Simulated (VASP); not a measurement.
## Si (a cell with a defect): single point with PBE

The system is Si (a cell with a defect).

```
Si
1.0
     0.00000    5.47009   -5.47009
     5.47009    5.47009    0.00000
     5.47009    0.00000   -5.47009
Si
15
Direct
  0.12545 0.12364 0.12545
  0.12545 0.62545 0.12545
  0.62505 0.12505 0.12484
  0.62364 0.62545 0.12545
  0.12484 0.12505 0.62505
  0.12545 0.62545 0.62364
  0.62505 0.12505 0.62505
  0.62505 0.62484 0.62505
  0.25024 0.24976 0.25024
  0.74976 0.75024 0.25024
  0.74976 0.24976 0.25024
  0.25024 0.75024 0.74976
  0.25024 0.24976 0.74976
  0.74976 0.75024 0.74976
  0.75000 0.25000 0.75000
```

* Program: VASP 6.6.1
* Task: single point
* Functional: PBE
* Potentials or basis: VASP PAW PBE potentials, release 64 (Si)
* Cutoff: 520 eV
* k mesh: 2 × 2 × 2
* Occupations: gaussian, width 0.02 eV
* Spin: no spin polarisation
* Dipole correction: no
* Further INCAR settings: LREAL = Auto; ALGO = Normal; EDIFF = 1e-06; NBANDS = 43

```json
{
 "Pressure": "-1.4 GPa",
 "Largest force": "0.019 eV/Å",
 "Band gap on the k mesh": "zero (band 30 reaches 5.92 eV, above the bottom of band 31 at 5.74 eV)"
}
```

Forces in eV/Å, atoms in the order of the input:
```
Si  -0.008 -0.008 -0.008
Si   0.008  0.008 -0.008
Si   0.005 -0.005 -0.005
Si   0.008 -0.008  0.008
Si  -0.005  0.005 -0.005
Si  -0.008  0.008  0.008
Si  -0.005 -0.005  0.005
Si   0.005  0.005  0.005
Si   0.000  0.000 -0.019
Si   0.019  0.000  0.000
Si   0.000 -0.019  0.000
Si   0.000  0.019  0.000
Si  -0.019  0.000  0.000
Si   0.000  0.000  0.019
Si   0.000  0.000  0.000
```

Levels at points of the mesh, in eV from the Fermi level:
```
           k point  band 28  band 29  band 30  band 31  band 32  band 33
(0.00, 0.00, 0.00)    -1.16    -1.16     0.19     0.19     0.19     0.21
(0.50, 0.00, 0.00)    -1.50    -1.45    -1.45     0.36     0.36     0.83
(0.50, 0.50, 0.00)    -2.02    -1.97    -1.73     0.01     0.01     0.62
```

Run time: 43 s on 1 thread of Intel(R) Xeon(R) 6975P-C (Granite Rapids), with other jobs on the host, peak memory 0.43 GiB.

Caveat: the k points lie up to 0.50 Å⁻¹ apart.
